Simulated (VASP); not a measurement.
A run of VASP 6.6.1 is set up as follows.

The input INCAR:

```
SYSTEM = Sc2B2Sb
  PREC = Accurate
  ENCUT = 520
  EDIFF = 1E-6
  ISMEAR = 0
  SIGMA = 0.1
  LREAL = .False.
  LASPH = .True.
  NELM = 100
  ALGO = Normal
  ISIF = 2
  LWAVE = .False.
  LCHARG = .True.
  GGA = PE
  LELF = .True.
  LVHAR = .True.
  NBANDS = 24
```

KPOINTS

```
regular mesh
0
Gamma
  6 6 2
  0 0 0
```

The input POSCAR:

```
Sc2B2Sb
1.0
    3.7208849800      0.0000000000      0.0000000000
   -1.8604424900      3.2223809200      0.0000000000
    0.0000000000      0.0000000000      7.9901937900
Sc B Sb
2 2 1
Direct
    0.0000000000      0.0000000000      0.6350128000
    0.0000000000      0.0000000000      0.3649872000
    0.3333333300      0.6666666700      0.5000000000
    0.6666666700      0.3333333300      0.5000000000
    0.0000000000      0.0000000000      0.0000000000
```

Potentials or basis: VASP PAW PBE potentials, release 64 (Sc_sv, B, Sb).

The run is started by

```console
$ cat potpaw_PBE.64/Sc_sv/POTCAR potpaw_PBE.64/B/POTCAR potpaw_PBE.64/Sb/POTCAR > POTCAR
$ mpirun -np 1 vasp_std > vasp.out
```

Estimate the band gap on the k mesh.

zero (an odd number of electrons rules out a gap without spin polarisation).

What does it give for the pressure?

2.7 GPa.

Predict the largest force.

6.180 eV/Å.

Forces on the atoms (eV/Å):
```
Sc   0.000  0.000  6.180
Sc   0.000  0.000 -6.180
B    0.000  0.000  0.000
B    0.000  0.000  0.000
Sb   0.000  0.000  0.000
```

Caveat: the k points lie up to 0.39 Å⁻¹ apart, too coarse for converged energies and pressures of a metal; spin-orbit coupling is left out, which moves the levels of the heavy elements; forces of over 1 eV/Å act on the atoms, so gaps and moduli don't describe the material at rest.
